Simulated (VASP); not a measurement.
Input of a VASP 6.6.1 run:

Contents of INCAR:

```
PREC = Accurate
ENCUT = 520
EDIFF = 1E-6
ISMEAR = 0
SIGMA = 0.1
LREAL = False
LASPH = True
NELM = 60
ALGO = Normal
ISIF = 2
LWAVE = False
LCHARG = False
GGA = PE
NBANDS = 11
```

KPOINTS

```
Automatic mesh
0
Gamma
  9 9 4
```

POSCAR

```
C
1.0
    2.5678482048      0.0000000000      0.0000000000
   -1.2839241024      2.2238217784      0.0000000000
    0.0000000000      0.0000000000      4.1677536284
C
2
Direct
    0.3333333333      0.6666666667      0.2500000000
    0.6666666667      0.3333333333      0.7500000000
```

Potentials or basis: VASP PAW PBE potentials, release 64 (C).

The run is started by

```bash
$ cat potpaw_PBE.64/C/POTCAR > POTCAR
$ mpirun -np 1 vasp_std > vasp.out
```

(1) Estimate the pressure.

(2) Estimate the band gap on the k mesh.

Results:

(1) -30.0 GPa.

(2) zero (band 4 reaches 6.06 eV, above the bottom of band 5 at 0.28 eV).

Caveat: the k points lie up to 0.38 Å⁻¹ apart.
